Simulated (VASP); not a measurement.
# CuO (Tenorite) (C2/c) in VASP: further runs

Runs on CuO (Tenorite). Level: PBE+U. Tasks: single point.

Everything below comes from runs of VASP 6.6.1. Logs are shortened: lines on timing, memory, paths and dates and some standing lists are left out, and cuts for length are marked.

## 1. The cell of the first run

The structure is monoclinic, space group C2/c (No. 15). The conventional cell has a = 4.684 Å, b = 3.423 Å, c = 5.129 Å, α = 90.00°, β = 99.54°, γ = 90.00°. Within 2.6 Å of Cu (site symmetry -1) lie 4 O at 1.95 to 1.96 Å. Within 2.6 Å of O (site symmetry 2) lie 4 Cu at 1.95 to 1.96 Å.

## 2. Single point, PBE+U, collinear spin, ferromagnetic start

Contents of INCAR:

```
SYSTEM = CuO
PREC = Accurate
ENCUT = 520
EDIFF = 1E-6
ISMEAR = 0
SIGMA = 0.05
LREAL = .FALSE.
LASPH = .TRUE.
NELM = 150
ALGO = Normal
ISIF = 2
LWAVE = .FALSE.
LCHARG = .TRUE.
ISPIN = 2
MAGMOM = 1 1 0 0
LORBIT = 11
LMAXMIX = 4
LDAU = .TRUE.
LDAUTYPE = 2
LDAUL = 2 -1
LDAUU = 4 0
LDAUJ = 0 0
LDAUPRINT = 1
GGA = PE
LELF = .TRUE.
LVHAR = .TRUE.
NBANDS = 29
```

Contents of KPOINTS:

```
regular mesh
0
G
  5 5 3
  0 0 0
```

Contents of POSCAR:

```
CuO
1.0
    2.3418500000     -1.7113000000      0.0000000000
    2.3418500000      1.7113000000      0.0000000000
   -0.8500274268      0.0000000000      5.0578693947
Cu O
2 2
Direct
    0.0000000000      0.5000000000      0.0000000000
    0.5000000000      0.0000000000      0.5000000000
    0.5816000000      0.4184000000      0.2500000000
    0.4184000000      0.5816000000      0.7500000000
```

Potentials or basis: VASP PAW PBE potentials, release 64 (Cu, O).

Command:

```sh
cat potpaw_PBE.64/Cu/POTCAR potpaw_PBE.64/O/POTCAR > POTCAR
mpirun -np 1 vasp_std > vasp.out
```

OUTCAR:

```text
SYSTEM = CuO
   PREC = Accurate
   ENCUT = 520
   EDIFF = 1E-6
   ISMEAR = 0
   LREAL = .FALSE.
   LASPH = .TRUE.
   NELM = 150
   ISIF = 2
   ISPIN = 2
   LORBIT = 11
   GGA = PE

 ion  position               nearest neighbor table
   1  0.000  0.500  0.000-   3 1.95   4 1.95   4 1.96   3 1.96
   2  0.500  0.000  0.500-   4 1.95   3 1.95   4 1.96   3 1.96
   3  0.582  0.418  0.250-   2 1.95   1 1.95   2 1.96   1 1.96
   4  0.418  0.582  0.750-   1 1.95   2 1.95   2 1.96   1 1.96

  LATTYP: Found a base centered monoclinic cell.
 ALAT       =     4.6837000000
 B/A-ratio  =     0.7307470589
 C/A-ratio  =     1.0950317057
 COS(beta)  =    -0.1657361228

  Lattice vectors:

 A1 = (   2.3418500000,  -1.7113000000,   0.0000000000)
 A2 = (   2.3418500000,   1.7113000000,   0.0000000000)
 A3 = (  -0.8500274268,   0.0000000000,   5.0578693947)

Analysis of symmetry for initial positions (statically):
=====================================================================
 Subroutine PRICEL returns:
 Original cell was already a primitive cell.

 Routine SETGRP: Setting up the symmetry group for a
 base centered monoclinic supercell.

 Subroutine GETGRP returns: Found  4 space group operations
 (whereof  2 operations were pure point group operations)
 out of a pool of  4 trial point group operations.

The static configuration has the point symmetry S_2 .
 The point group associated with its full space group is C_2h.

Analysis of symmetry for dynamics (positions and initial velocities):
=====================================================================
 Subroutine PRICEL returns:
 Original cell was already a primitive cell.

 Routine SETGRP: Setting up the symmetry group for a
 base centered monoclinic supercell.

 Subroutine GETGRP returns: Found  4 space group operations
 (whereof  2 operations were pure point group operations)
 out of a pool of  4 trial point group operations.

The dynamic configuration has the point symmetry S_2 .
 The point group associated with its full space group is C_2h.

Analysis of structural, dynamic, and magnetic symmetry:
=====================================================================
 Subroutine PRICEL returns:
 Original cell was already a primitive cell.

 Routine SETGRP: Setting up the symmetry group for a
 base centered monoclinic supercell.

 Subroutine GETGRP returns: Found  4 space group operations
 (whereof  2 operations were pure point group operations)
 out of a pool of  4 trial point group operations.
[... 211 lines left out ...]
  o =  0.9790  v =  0.4756 -0.1957 -0.8324  0.1478  0.1444  0.0000  0.0000  0.0000  0.0000  0.0000      0.0000  0.0000  0.0000  0.0000  0.0000  0.0000  0.0000  0.0000  0.0000  0.0000
  o =  1.0278  v = -0.0829 -0.5630 -0.0073 -0.7784  0.2649  0.0000  0.0000  0.0000  0.0000  0.0000      0.0000  0.0000  0.0000  0.0000  0.0000  0.0000  0.0000  0.0000  0.0000  0.0000

 number of electron      34.0000001 magnetization       1.9966721

 Free energy of the ion-electron system (eV)
  ---------------------------------------------------
  ext. energy  EPLUGINS =         0.00000000
  ---------------------------------------------------
  free energy    TOTEN  =       -17.11580817 eV

  energy without entropy =      -17.11555742  energy(sigma->0) =      -17.11568279

 E-fermi :   5.4068     XC(G=0): -11.8643

 val. band max:        5.3523321297   @ k =   0.0000   0.0000   0.0000
 cond. band min:       5.4605247715   @ k =  -0.4000   0.4000   0.0000
 fundamental gap:      0.1081926418
 Fermi energy:         5.4067539822

 spin component 1

 k-point     1 :       0.0000    0.0000    0.0000
  band No.  band energies     occupation
      1     -14.2011      1.00000
      2     -12.8448      1.00000
      3      -2.8399      1.00000
      4      -1.7124      1.00000
      5      -1.3125      1.00000
      6       0.3790      1.00000
[... 757 lines left out ...]
     28      23.6431      0.00000
     29      26.3363      0.00000
 Fermi energy:         5.4067539822

 spin component 2

 k-point     1 :       0.0000    0.0000    0.0000
  band No.  band energies     occupation
      1     -13.7223      1.00000
      2     -12.3076      1.00000
      3      -2.4961      1.00000
      4       0.4069      1.00000
      5       0.4856      1.00000
      6       0.9332      1.00000
[... 757 lines left out ...]
     28      23.8442      0.00000
     29      26.5005      0.00000

------------------------ aborting loop because EDIFF is reached ----------------------------------------

  FORCE on cell =-STRESS in cart. coord.  units (eV):
  Direction    XX          YY          ZZ          XY          YZ          ZX
  --------------------------------------------------------------------------------------
  -------------------------------------------------------------------------------------
  Total        1.0419369      1.3717850      1.2842667      0.0000000      0.0000000      0.1100813
  in kB       41.1783728     54.2142934     50.7554835      0.0000000      0.0000000      4.3505218
  external PRESSURE =      48.7160499 kB  Pullay stress =       0.0000000 kB

 VOLUME and BASIS-vectors are now :
 -----------------------------------------------------------------------------
  energy-cutoff  :      520.00
  volume of cell :       40.54
      direct lattice vectors                 reciprocal lattice vectors
     2.341850000 -1.711300000  0.000000000     0.213506416 -0.292175539  0.035881968
     2.341850000  1.711300000  0.000000000     0.213506416  0.292175539  0.035881968
    -0.850027427  0.000000000  5.057869395     0.000000000  0.000000000  0.197711709

 POSITION                                       TOTAL-FORCE (eV/Angst)
 -----------------------------------------------------------------------------------
      1.17092      0.85565      0.00000        -0.000000      0.000000      0.000000
      0.74591     -0.85565      2.52893        -0.000000      0.000000      0.000000
      2.12934     -0.27928      1.26447         0.000000      0.054907      0.000000
      1.70433      0.27928      3.79340        -0.000000     -0.054907      0.000000
 -----------------------------------------------------------------------------------
    total drift:                                0.000000      0.000000     -0.000000

  FREE ENERGIE OF THE ION-ELECTRON SYSTEM (eV)
  ---------------------------------------------------
  free  energy   TOTEN  =       -17.1158081659 eV

  energy  without entropy=      -17.1155574193  energy(sigma->0) =      -17.11568279

 total charge

# of ion       s       p       d       tot
------------------------------------------
    1        0.377   0.390   9.144   9.911
    2        0.377   0.390   9.144   9.911
    3        1.557   3.440   0.000   4.998
    4        1.557   3.440   0.000   4.998
--------------------------------------------------
tot          3.869   7.661  18.288  29.818

 magnetization (x)

# of ion       s       p       d       tot
------------------------------------------
    1       -0.003   0.003   0.660   0.660
    2       -0.003   0.003   0.660   0.660
    3        0.020   0.279   0.000   0.299
    4        0.020   0.279   0.000   0.299
--------------------------------------------------
tot          0.033   0.564   1.321   1.917
```

OSZICAR:

```text
N       E                     dE             d eps       ncg     rms          rms(c)
DAV:   1     0.304039287454E+03    0.30404E+03   -0.15957E+04  3066   0.190E+03
DAV:   2     0.181096249493E+02   -0.28593E+03   -0.25797E+03  2827   0.376E+02
DAV:   3    -0.199606755933E+02   -0.38070E+02   -0.35480E+02  3132   0.140E+02
DAV:   4    -0.210775603129E+02   -0.11169E+01   -0.11115E+01  3345   0.269E+01
DAV:   5    -0.210958088592E+02   -0.18249E-01   -0.18247E-01  3121   0.332E+00    0.161E+01
DAV:   6    -0.171766899660E+02    0.39191E+01   -0.18626E+01  3919   0.129E+02    0.900E+00
DAV:   7    -0.170410289451E+02    0.13566E+00   -0.45460E+00  3745   0.655E+01    0.285E+00
DAV:   8    -0.171326394461E+02   -0.91611E-01   -0.75713E-01  4304   0.136E+01    0.235E+00
DAV:   9    -0.171094040871E+02    0.23235E-01   -0.11426E-01  3973   0.161E+01    0.130E+00
DAV:  10    -0.171165145203E+02   -0.71104E-02   -0.36486E-02  4468   0.301E+00    0.494E-01
DAV:  11    -0.171152944529E+02    0.12201E-02   -0.62975E-03  4231   0.364E+00    0.713E-02
DAV:  12    -0.171157850116E+02   -0.49056E-03   -0.19240E-03  4137   0.522E-01    0.678E-02
DAV:  13    -0.171157918513E+02   -0.68397E-05   -0.99323E-05  4271   0.142E-01    0.371E-02
DAV:  14    -0.171158029280E+02   -0.11077E-04   -0.34413E-05  4578   0.140E-01    0.140E-02
DAV:  15    -0.171158078520E+02   -0.49240E-05   -0.73808E-06  4219   0.759E-02    0.417E-03
DAV:  16    -0.171158081659E+02   -0.31393E-06   -0.65594E-07  1676   0.162E-02
   1 F= -.17115808E+02 E0= -.17115683E+02  d E =-.250747E-03  mag=     1.9966
```

stdout:

```text
POSCAR found type information on POSCAR CuO
 POSCAR found :  2 types and       4 ions
 scaLAPACK will be used
 LDA part: xc-table for (Slater+PW92), standard interpolation
 POSCAR, INCAR and KPOINTS ok, starting setup
 FFT: planning ... GRIDC
 FFT: planning ... GRID_SOFT
 FFT: planning ... GRID
 WAVECAR not read
 entering main loop
```

It took 38 s on 1 thread of AMD EPYC 9R45 (Zen 5), shared host; peak memory 0.16 GiB.

What came out:

| Property | Result |
| --- | --- |
| Free energy | -17.1158 eV |
| Pressure | 4.9 GPa |
| Largest force | 0.055 eV/Å |
| Net moment | 2.00 μB per cell |
| Site moments | Cu +0.66; O +0.30 μB |
| Valence electrons inside the program's atomic spheres | Cu 9.91; O 5.00 |

Forces in eV/Å, atoms in the order of the input:
```
Cu   0.000  0.000  0.000
Cu   0.000  0.000  0.000
O    0.000  0.055  0.000
O    0.000 -0.055  0.000
```

Eigenvalues of the final occupation matrices:
| site | spin | trace | eigenvalues |
| --- | --- | --- | --- |
| site 1 d | 1 | 4.91 | 0.96 0.97 0.97 0.98 1.03 |
| site 1 d | 2 | 4.25 | 0.39 0.95 0.97 0.97 0.98 |
| site 2 d | 1 | 4.91 | 0.96 0.97 0.97 0.98 1.03 |
| site 2 d | 2 | 4.25 | 0.39 0.95 0.97 0.97 0.98 |

Caveat: the k points lie up to 0.46 Å⁻¹ apart.

## 3. Single point, PBE+U, collinear spin, ferromagnetic start

Changes to INCAR since step 2:

```diff
@@ -2,3 +2,3 @@
 PREC = Accurate
-ENCUT = 520
+ENCUT = 700
 EDIFF = 1E-6
@@ -8,3 +8,3 @@
 LASPH = .TRUE.
-NELM = 150
+NELM = 200
 ALGO = Normal
@@ -26,2 +26,3 @@
 LVHAR = .TRUE.
-NBANDS = 29
+NBANDS = 37
+GGA_COMPAT = .FALSE.
```

KPOINTS is that of step 2.

POSCAR is that of step 2.

Potentials or basis: VASP PAW PBE potentials, release 64 (Cu_sv_GW, O).

Command:

```sh
cat potpaw_PBE.64/Cu_sv_GW/POTCAR potpaw_PBE.64/O/POTCAR > POTCAR
mpirun -np 1 vasp_std > vasp.out
```

It took 82 s on 1 thread of Intel Xeon 6975P-C (Granite Rapids), shared host; peak memory 0.27 GiB.

Results (log left out):

```yaml
Free_energy: -16.5231 eV
Pressure: 4.3 GPa
Largest_force: 0.023 eV/Å
Band_gap_on_the_k_mesh: 0.35 eV, indirect (least direct gap 0.39 eV)
Net_moment: 2.00 μB per cell
Site_moments: Cu +0.70; O +0.28 μB
Valence_electrons_inside_the_program's_atomic_spheres: Cu 17.49; O 5.01
```

Forces in eV/Å, atoms in the order of the input:
```
Cu   0.000  0.000  0.000
Cu   0.000  0.000  0.000
O    0.000  0.023  0.000
O    0.000 -0.023  0.000
```

Stress tensor (GPa, compression positive):
```
3.53 0.00 0.34
0.00 4.52 0.00
0.34 0.00 4.79
```

Levels at points of the mesh, in eV from the valence-band top:
Spin up:
```tsv
k point	band 24	band 25	band 26	band 27	band 28	band 29
(0.00, 0.00, 0.00)	-2.35	-0.57	0.00	1.63	6.27	8.25
```
Spin down:
```csv
k point,band 22,band 23,band 24,band 25,band 26,band 27
"(0.00, 0.00, 0.00)",-2.33,-2.26,-1.80,1.44,1.95,2.35
```

Eigenvalues of the final occupation matrices:
| site | spin | trace | eigenvalues |
| --- | --- | --- | --- |
| site 1 d | 1 | 4.79 | 0.93 0.95 0.95 0.96 0.99 |
| site 1 d | 2 | 4.09 | 0.33 0.92 0.94 0.94 0.95 |
| site 2 d | 1 | 4.79 | 0.93 0.95 0.95 0.96 0.99 |
| site 2 d | 2 | 4.09 | 0.33 0.92 0.94 0.94 0.95 |

Caveat: the k points lie up to 0.46 Å⁻¹ apart.
